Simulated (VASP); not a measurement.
Zn4SO3: relaxation of shape and atoms at fixed volume with PBE

The system is Zn4SO3.

```
CELL_PARAMETERS angstrom
3.51952 0.00000 0.00000
0.00000 3.51952 0.00000
0.00000 0.00000 9.57285
ATOMIC_POSITIONS crystal
Zn 0.50000 0.00000 0.66026
Zn 0.00000 0.50000 0.88823
Zn 0.50000 0.00000 0.11177
Zn 0.00000 0.50000 0.33974
S 0.50000 0.50000 0.50000
O 0.00000 0.00000 0.77585
O 0.50000 0.50000 0.00000
O 0.00000 0.00000 0.22415
```

```yaml
Program: VASP 6.6.1
Task: relaxation of shape and atoms at fixed volume
Functional: PBE
Potentials_or_basis: VASP PAW PBE potentials, release 64 (Zn, S, O)
Cutoff: 600 eV
k_mesh: 10 × 10 × 4
Occupations: gaussian, width 0.01 eV
Spin: no spin polarisation
Dipole_correction: no
Further_INCAR_settings: ALGO = Normal; EDIFF = 1e-06; IBRION = 2; EDIFFG = -0.01; NSW = 50; ISIF = 4
```

| Property | Result |
| --- | --- |
| Energy gained by relaxing | 0.1 meV/atom |
| Ionic steps | 8 |
| Pressure after relaxing | -5.2 GPa |
| Largest force after relaxing | 0.005 eV/Å |
| Band gap on the k mesh | 0.03 eV (least direct gap 0.16 eV) |

Forces in eV/Å, atoms in the order of the input:
```
Zn   0.000  0.000 -0.001
Zn   0.000  0.000 -0.005
Zn   0.000  0.000  0.005
Zn   0.000  0.000  0.001
S    0.000  0.000  0.000
O    0.000  0.000 -0.001
O    0.000  0.000  0.000
O    0.000  0.000  0.001
```

Step by step:
```csv
step,energy change (eV),largest force (eV/Å),pressure (GPa),volume (Å³)
1,0.0000,0.0465,-5.26,118.58
2,-0.0002,0.0237,-5.21,118.58
3,-0.0004,0.0270,-5.21,118.58
4,-0.0005,0.0131,-5.18,118.58
5,-0.0006,0.0172,-5.17,118.58
6,-0.0006,0.0289,-5.19,118.58
7,-0.0006,0.0220,-5.19,118.58
8,-0.0007,0.0050,-5.16,118.58
```

Final structure:
```yaml
crystal:
  lattice:
    - [3.51231, 0.00000, 0.00000]
    - [0.00000, 3.51231, 0.00000]
    - [0.00000, 0.00000, 9.61222]
  atoms:
    - { symbol: Zn, position: [0.50000, 0.00000, 0.65949] }
    - { symbol: Zn, position: [0.00000, 0.50000, 0.88807] }
    - { symbol: Zn, position: [0.50000, 0.00000, 0.11193] }
    - { symbol: Zn, position: [0.00000, 0.50000, 0.34051] }
    - { symbol: S, position: [0.50000, 0.50000, 0.50000] }
    - { symbol: O, position: [0.00000, 0.00000, 0.77534] }
    - { symbol: O, position: [0.50000, 0.50000, 0.00000] }
    - { symbol: O, position: [0.00000, 0.00000, 0.22466] }
```

Levels at points of the mesh, in eV from the valence-band top:
| k point | band 34 | band 35 | band 36 | band 37 | band 38 | band 39 |
| --- | --- | --- | --- | --- | --- | --- |
| (0.00, 0.00, 0.00) | -0.65 | -0.13 | -0.13 | 0.03 | 3.07 | 3.53 |
| (0.50, 0.00, 0.00) | -1.34 | -1.28 | 0.00 | 2.93 | 4.23 | 4.54 |
| (0.50, 0.50, 0.00) | -2.37 | -2.37 | -2.19 | 3.83 | 4.00 | 5.23 |
| (0.00, 0.00, 0.50) | -1.22 | -0.16 | -0.16 | 1.32 | 1.67 | 4.19 |
| (0.50, 0.00, 0.50) | -1.68 | -1.68 | 0.00 | 3.10 | 4.24 | 4.40 |
| (0.50, 0.50, 0.50) | -2.45 | -2.45 | -2.39 | 4.37 | 4.48 | 5.22 |

Run time: 25 min on 1 thread of Oxide Virtual Turin-like Processor (shared host), peak memory 0.42 GiB.

Caveat: semilocal functionals underestimate gaps, and a narrow one can read as zero. A k mesh can miss the band edges.
